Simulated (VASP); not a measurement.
# Ba4Er (P6/mmm) in VASP: notebook

Ba4Er is run at these levels: PBE; tasks: relaxation of cell and atoms.

All numbers are computed with VASP 6.6.1; they aren't measurements. Logs are shortened: lines on timing, memory, paths and dates and some standing lists are left out, and cuts for length are marked.

## (1) The cell of the first run

It takes space group P6/mmm (No. 191, hexagonal). The conventional cell has a = 5.442 Å, b = 5.442 Å, c = 7.845 Å, α = 90.00°, β = 90.00°, γ = 120.00°. Within 3.4 Å of Ba (site symmetry 6mm) lie 1 Er at 2.54 Å and 1 Ba at 2.76 Å. Ba (site symmetry -6m2) has 3 Er at 3.14 Å and 9 Ba at 3.14 to 4.04 Å within 4.1 Å. Er (site symmetry 6/mmm) has 8 Ba at 2.54 to 3.14 Å within 3.4 Å.

The cell was generated, and may not be a known phase.

## (2) Relaxation of cell and atoms, PBE

Input file INCAR:

```
SYSTEM = Ba4Er
  ALGO = Normal
  EDIFF = 1E-7
  EDIFFG = -0.08
  ENCUT = 500
  GGA = PE
  GGA_COMPAT = .False.
  IBRION = 2
  ISIF = 3
  ISMEAR = 0
  LASPH = .True.
  LCHARG = .False.
  LMAXMIX = 6
  LREAL = .False.
  LWAVE = .False.
  NELM = 200
  NELMIN = 4
  NSW = 36
  PREC = Accurate
  SIGMA = 0.2
```

Input file KPOINTS:

```
k-points
0
Gamma
  4 4 2
  0 0 0
```

Input file POSCAR:

```
Ba4Er
1.0
    5.4415941200      0.0000000000      0.0000000000
   -2.7207970600      4.7125587500      0.0000000000
    0.0000000000      0.0000000000      7.8445767300
Ba Er
4 1
Direct
    0.0000000000      0.0000000000      0.6757421800
    0.0000000000      0.0000000000      0.3242578200
    0.3333333300      0.6666666700      0.0000000000
    0.6666666700      0.3333333300      0.0000000000
    0.0000000000      0.0000000000      0.0000000000
```

Potentials or basis: VASP PAW PBE potentials, release 64 (Ba_sv, Er_3), 4f in core.

Launch:

```sh
$ cat potpaw_PBE.64/Ba_sv/POTCAR potpaw_PBE.64/Er_3/POTCAR > POTCAR
$ mpirun -np 1 vasp_std > vasp.out
```

OUTCAR:

```text
SYSTEM = Ba4Er
   EDIFF = 1E-7
   EDIFFG = -0.08
   ENCUT = 500
   GGA = PE
   IBRION = 2
   ISIF = 3
   ISMEAR = 0
   LASPH = .True.
   LREAL = .False.
   NELM = 200
   NELMIN = 4
   NSW = 36
   PREC = Accurate

 ion  position               nearest neighbor table
   1  0.000  0.000  0.676-   5 2.54   2 2.76   4 4.04   3 4.04   4 4.04   3 4.04   4 4.04   3 4.04

   2  0.000  0.000  0.324-   5 2.54   1 2.76   4 4.04   3 4.04   4 4.04   3 4.04   4 4.04   3 4.04

   3  0.333  0.667  0.000-   5 3.14   4 3.14   4 3.14   5 3.14   5 3.14   4 3.14   1 4.04   2 4.04
                             1 4.04   2 4.04   1 4.04   2 4.04
   4  0.667  0.333  0.000-   5 3.14   3 3.14   3 3.14   5 3.14   5 3.14   3 3.14   1 4.04   2 4.04
                             2 4.04   1 4.04   2 4.04   1 4.04
   5  0.000  0.000  0.000-   1 2.54   2 2.54   3 3.14   4 3.14   4 3.14   3 3.14   4 3.14   3 3.14

  LATTYP: Found a hexagonal cell.
 ALAT       =     5.4415941200
 C/A-ratio  =     1.4415953408

  Lattice vectors:

 A1 = (   5.4415941200,   0.0000000000,   0.0000000000)
 A2 = (  -2.7207970600,   4.7125587500,   0.0000000000)
 A3 = (   0.0000000000,   0.0000000000,   7.8445767300)

Analysis of symmetry for initial positions (statically):
=====================================================================
 Subroutine PRICEL returns:
 Original cell was already a primitive cell.

 Routine SETGRP: Setting up the symmetry group for a
 hexagonal supercell.

 Subroutine GETGRP returns: Found 24 space group operations
 (whereof 24 operations were pure point group operations)
 out of a pool of 24 trial point group operations.

The static configuration has the point symmetry D_6h.

Analysis of symmetry for dynamics (positions and initial velocities):
=====================================================================
 Subroutine PRICEL returns:
 Original cell was already a primitive cell.

 Routine SETGRP: Setting up the symmetry group for a
 hexagonal supercell.

 Subroutine GETGRP returns: Found 24 space group operations
 (whereof 24 operations were pure point group operations)
 out of a pool of 24 trial point group operations.

The dynamic configuration has the point symmetry D_6h.

 Subroutine INISYM returns: Found 24 space group operations
 (whereof 24 operations are pure point group operations),
 and found     1 'primitive' translations

----------------------------------------------------------------------------------------
[... 71 lines left out ...]
   NGXF,Y,Z  is equivalent  to a cutoff of  24.44, 24.44, 25.43 a.u.
 SYSTEM =  Ba4Er
   PREC   = accura    normal or accurate (medium, high low for compatibility)
   ISTART =      0    job   : 0-new  1-cont  2-samecut
   ICHARG =      2    charge: 1-file 2-atom 10-const
   ISPIN  =      1    spin polarized calculation?
   LNONCOLLINEAR =      F non collinear calculations
   LSORBIT =      F    spin-orbit coupling
   LASPH  =      T    aspherical Exc in radial PAW
   ENCUT  =  500.0 eV  36.75 Ry    6.06 a.u.   9.92  9.92 14.30*2*pi/ulx,y,z
   NELM   =    200;   NELMIN=  4; NELMDL= -5     # of ELM steps
   EDIFF  = 0.1E-06   stopping-criterion for ELM
   LREAL  =      F    real-space projection
   EDIFFG = -.8E-01   stopping-criterion for IOM
   NSW    =     36    number of steps for IOM
   IBRION =      2    ionic relax: 0-MD 1-quasi-New 2-CG
   NFREE  =      1    steps in history (QN), initial steepest desc. (CG)
   ISIF   =      3    stress and relaxation
   ISYM   =      2    0-nonsym 1-usesym 2-fastsym
   POTIM  = 0.5000    time-step for ionic-motion
   TEBEG  =    0.0;   TEEND  =   0.0 temperature during run
   PSTRESS=    0.0 pullay stress
   NELECT =      49.0000    total number of electrons
   NUPDOWN=      -1.0000    fix difference up-down
   EMIN   =  10.00;   EMAX   =-10.00  energy-range for DOS
   EFERMI =   0.00;   METHOD = LEGACY
   ISMEAR =     0;   SIGMA  =   0.20  broadening in eV -4-tet -1-fermi 0-gaus
   EFERMI_NEDOS =   21; number of points for ismear=-14 and -15
   IALGO  =     38    algorithm
   IMIX   =      4    mixing-type and parameters
     AMIX     =   0.40;   BMIX     =  1.00
     AMIX_MAG =   1.60;   BMIX_MAG =  1.00
  volume/ion in A,a.u.               =      40.23       271.51
  Fermi-wavevector in a.u.,A,eV,Ry     =   1.022404  1.932064 14.222316  1.045311
  Thomas-Fermi vector in A             =   2.156082
   LORBIT       =      0    0 simple, 1 ext, 2 COOP (PROOUT), +10 PAW based schemes
   GGA     = PE    functional components
   LHFCALC =     F    Hartree Fock is set to
   AEXX    =    0.0000 exact exchange contribution
   IVDW    =     0    specifies the selected vdW correction
   LEPSILON=     F    determine dielectric tensor
   LRPA    =     F    only Hartree local field effects (RPA)
 conjugate gradient relaxation of ions
 non-spin polarized calculation
 Gauss-broadening in eV      SIGMA  =   0.20
  energy-cutoff  :      500.00
  volume of cell :      201.17
 maximum number of plane-waves:      5120
 NGX is ok and might be reduce to    40
   NGX = 19   NGY = 19   NGZ = 29

--------------------------------------- Ionic step        1  -------------------------------------------

 number of electron      49.0000003 magnetization

 Free energy of the ion-electron system (eV)
  ---------------------------------------------------
  ext. energy  EPLUGINS =         0.00000000
  ---------------------------------------------------
  free energy    TOTEN  =        -2.86300225 eV

  energy without entropy =       -2.74106879  energy(sigma->0) =       -2.80203552

------------------------ aborting loop because EDIFF is reached ----------------------------------------

  FORCE on cell =-STRESS in cart. coord.  units (eV):
  Direction    XX          YY          ZZ          XY          YZ          ZX
  --------------------------------------------------------------------------------------
  -------------------------------------------------------------------------------------
  Total       14.0214191     14.0214191     32.7855659      0.0000000     -0.0000000      0.0000000
  in kB      111.6734964    111.6734966    261.1204157      0.0000000     -0.0000000      0.0000000
  external PRESSURE =     161.4891362 kB  Pullay stress =       0.0000000 kB
[... 299 lines left out ...]
--------------------------------------- Ionic step        9  -------------------------------------------

 number of electron      48.9999994 magnetization

 Free energy of the ion-electron system (eV)
  ---------------------------------------------------
  ext. energy  EPLUGINS =         0.00000000
  ---------------------------------------------------
  free energy    TOTEN  =        -8.96941562 eV

  energy without entropy =       -8.78051323  energy(sigma->0) =       -8.87496442

 E-fermi :   0.4048     XC(G=0):  -6.1555

 val. band max:        0.3897519175   @ k =   0.2500  -0.0000   0.0000
 cond. band min:       0.4333858605   @ k =   0.0000   0.0000   0.0000
 fundamental gap:      0.0436339431
 Fermi energy:         0.4048094961

 k-point     1 :       0.0000    0.0000    0.0000
  band No.  band energies     occupation
      1     -29.0618      2.00000
      2     -29.0566      2.00000
      3     -28.0636      2.00000
      4     -27.9094      2.00000
      5     -24.7772      2.00000
      6     -24.7772      2.00000
[... 277 lines left out ...]
  FREE ENERGIE OF THE ION-ELECTRON SYSTEM (eV)
  ---------------------------------------------------
  free  energy   TOTEN  =        -8.9694156198 eV

  energy  without entropy=       -8.7805132278  energy(sigma->0) =       -8.87496442

 reached required accuracy - stopping structural energy minimisation
```

OSZICAR:

```text
N       E                     dE             d eps       ncg     rms          rms(c)
DAV:   1     0.431910330955E+03    0.43191E+03   -0.21209E+04   711   0.145E+03
DAV:   2     0.169242199644E+02   -0.41499E+03   -0.40675E+03   896   0.407E+02
DAV:   3    -0.866982729920E+01   -0.25594E+02   -0.25122E+02   784   0.102E+02
[... 147 lines left out ...]
DAV:   8    -0.896942189213E+01   -0.21669E-04   -0.11679E-04   808   0.368E-02    0.137E-02
DAV:   9    -0.896941520764E+01    0.66845E-05   -0.25291E-05   672   0.138E-02    0.435E-03
DAV:  10    -0.896941585286E+01   -0.64522E-06   -0.58165E-06   745   0.749E-03    0.137E-03
DAV:  11    -0.896941568312E+01    0.16975E-06   -0.30894E-07   408   0.174E-03    0.126E-03
DAV:  12    -0.896941561983E+01    0.63282E-07   -0.62450E-07   534   0.229E-03
   9 F= -.89694156E+01 E0= -.88749644E+01  d E =-.299184E-01
```

Wall time 5.7 min (1 thread of AMD EPYC 9R45 (Zen 5), shared host); peak memory 0.29 GiB.

What came out:

```yaml
Free_energy: -8.9694 eV
Relaxed_volume: 83.17 Å³/atom
Relaxed_cell: a = 6.519 Å, b = 6.519 Å, c = 11.300 Å, α = 90.00°, β = 90.00°, γ = 120.00°
Space_group_after_relaxing_to_0.1_Å: P6/mmm (No. 191)
Energy_gained_by_relaxing: 1221.3 meV/atom
Ionic_steps: 9
Pressure_after_relaxing: 0.0 GPa
Largest_force_after_relaxing: 0.065 eV/Å
Band_gap_on_the_k_mesh: zero (an odd number of electrons rules out a gap without spin polarisation)
```

Forces on the atoms (eV/Å):
```
Ba   0.000  0.000  0.065
Ba   0.000  0.000 -0.065
Ba   0.000  0.000  0.000
Ba   0.000  0.000  0.000
Er   0.000  0.000  0.000
```

Stress tensor (GPa, compression positive):
```
-0.11  0.00  0.00
 0.00 -0.11  0.00
 0.00  0.00  0.12
```

Step by step:
```csv
step,energy change (eV),largest force (eV/Å),pressure (GPa),volume (Å³)
1,0.0000,0.5421,16.15,201.17
2,-5.6494,0.8253,1.19,341.29
3,-5.7631,0.8871,0.71,361.05
4,-5.8289,0.9315,0.00,402.69
5,-5.8311,0.9302,0.08,396.33
6,-5.9158,0.7728,0.03,400.63
7,-6.0632,0.2925,-0.06,413.67
8,-6.0765,0.0919,-0.08,419.04
9,-6.1064,0.0648,-0.03,415.83
```

Final structure:
```cif
data_structure
_symmetry_space_group_name_H-M 'P 1'
_symmetry_Int_Tables_number 1
_cell_length_a 6.5187
_cell_length_b 6.5187
_cell_length_c 11.2997
_cell_angle_alpha 90.000
_cell_angle_beta 90.000
_cell_angle_gamma 120.000
_cell_volume 415.83
loop_
_atom_site_label
_atom_site_type_symbol
_atom_site_fract_x
_atom_site_fract_y
_atom_site_fract_z
_atom_site_occupancy
Ba1 Ba 0.00000 0.00000 0.69681 1
Ba2 Ba 0.00000 0.00000 0.30319 1
Ba3 Ba 0.33333 0.66667 0.00000 1
Ba4 Ba 0.66667 0.33333 0.00000 1
Er1 Er 0.00000 0.00000 0.00000 1
```

Caveat: the k points lie up to 0.28 Å⁻¹ apart in the final cell, too coarse for converged energies and pressures of a metal; the volume moved by over 15 % at a fixed basis, so the end points are rough; spin-orbit coupling is left out, which moves the levels of the heavy elements; the 4f electrons are frozen in the core, so they carry no moment and show no levels; the relaxation stopped at a loose force limit of 0.08 eV/Å, so its end isn't a converged minimum. Spin polarisation is off, so any magnetic state and its effect on volume and gap are missing.

## (3) Relaxation of cell and atoms, PBE

This run uses another cell than the first one, of 40.57 Å³/atom.

Input file INCAR:

```
ALGO = Normal
EDIFF = 1E-7
EDIFFG = -0.08
ENCUT = 500
GGA = PE
GGA_COMPAT = F
IBRION = 2
ISIF = 3
ISMEAR = 0
LASPH = T
LCHARG = F
LMAXMIX = 6
LREAL = F
LWAVE = F
NELM = 200
NELMIN = 4
NSW = 36
PREC = Accurate
SIGMA = 0.2
```

Input file KPOINTS:

```
k-points
0
Gamma
  4 4 2
```

Input file POSCAR:

```
Ba4Er
1.0
    5.1313323800      0.0000000000      0.0000000000
   -2.5656661900      4.4438642000      0.0000000000
    0.0000000000      0.0000000000      8.8963380700
Ba Er
4 1
Direct
    0.0000000000      0.0000000000      0.8283085300
    0.0000000000      0.0000000000      0.1716914700
    0.3333333300      0.6666666700      0.0000000000
    0.6666666700      0.3333333300      0.0000000000
    0.0000000000      0.0000000000      0.5000000000
```

Potentials or basis: VASP PAW PBE potentials, release 64 (Ba_sv, Er_3), 4f in core.

Launch:

```sh
$ cat potpaw_PBE.64/Ba_sv/POTCAR potpaw_PBE.64/Er_3/POTCAR > POTCAR
$ mpirun -np 1 vasp_std > vasp.out
```

Wall time 10 min (1 thread of AMD EPYC 9R45 (Zen 5), shared host); peak memory 0.32 GiB.

It converged, with:

```
Free energy                           : -6.9127 eV
Relaxed volume                        : 98.06 Å³/atom
Relaxed cell                          : a = 6.941 Å, b = 6.941 Å, c = 11.752 Å, α = 90.00°, β = 90.00°, γ = 120.00°
Space group after relaxing (to 0.1 Å) : P6/mmm (No. 191)
Energy gained by relaxing             : 909.0 meV/atom
Ionic steps                           : 12
Pressure after relaxing               : 0.0 GPa
Largest force after relaxing          : 0.059 eV/Å
Band gap on the k mesh                : zero (an odd number of electrons rules out a gap without spin polarisation)
```

Forces on the atoms (eV/Å):
```
Ba   0.000  0.000 -0.059
Ba   0.000  0.000  0.059
Ba   0.000  0.000  0.000
Ba   0.000  0.000  0.000
Er   0.000  0.000  0.000
```

Stress tensor (GPa, compression positive):
```
 0.04  0.00  0.00
 0.00  0.04  0.00
 0.00  0.00 -0.04
```

The path:
```csv
step,energy change (eV),largest force (eV/Å),pressure (GPa),volume (Å³)
1,0.0000,1.8559,11.26,202.86
2,-3.1613,0.0497,2.63,298.67
3,-3.9386,0.1227,1.73,354.59
4,-4.4674,0.3859,-0.04,486.53
5,-4.4717,0.3755,0.05,476.50
6,-4.4714,0.3674,0.11,469.46
7,-4.4894,0.3093,0.08,472.98
8,-4.5224,0.1485,0.00,483.67
9,-4.5114,0.1220,-0.08,505.48
10,-4.5291,0.0299,-0.04,492.40
11,-4.5418,0.0165,-0.01,491.28
12,-4.5452,0.0591,0.02,490.28
```

Final structure:
```xyz
5
Lattice="6.9407 0.0000 0.0000 -3.4704 6.0108 0.0000 0.0000 0.0000 11.7518" Properties=species:S:1:pos:R:3 pbc="T T T"
Ba    0.0000    0.0000    9.6778
Ba    0.0000    0.0000    2.0740
Ba    0.0000    4.0072    0.0000
Ba    3.4704    2.0036    0.0000
Er    0.0000    0.0000    5.8759
```

Levels at points of the mesh, in eV from the Fermi level:
| k point | band 20 | band 21 | band 22 | band 23 | band 24 | band 25 | band 26 | band 27 | band 28 | band 29 |
| --- | --- | --- | --- | --- | --- | --- | --- | --- | --- | --- |
| (0.00, 0.00, 0.00) | -2.55 | -1.65 | -0.54 | -0.17 | 0.04 | 0.04 | 0.23 | 0.23 | 0.30 | 0.30 |
| (0.50, 0.00, 0.00) | -2.08 | -0.90 | -0.49 | -0.42 | -0.31 | -0.01 | 0.01 | 0.25 | 0.27 | 0.31 |
| (0.00, 0.00, 0.50) | -2.20 | -2.19 | -0.09 | -0.09 | -0.02 | 0.17 | 0.17 | 0.18 | 0.28 | 0.54 |
| (0.50, 0.00, 0.50) | -1.91 | -0.96 | -0.89 | -0.38 | -0.13 | -0.10 | 0.02 | 0.12 | 0.35 | 0.55 |

Caveat: the volume moved by over 15 % at a fixed basis, so the end points are rough; the highest band is partly filled, so the run has too few bands; spin-orbit coupling is left out, which moves the levels of the heavy elements; the 4f electrons are frozen in the core, so they carry no moment and show no levels; the relaxation stopped at a loose force limit of 0.08 eV/Å, so its end isn't a converged minimum.

The gap in the log of VASP goes by the Fermi energy; the results here count the filled bands.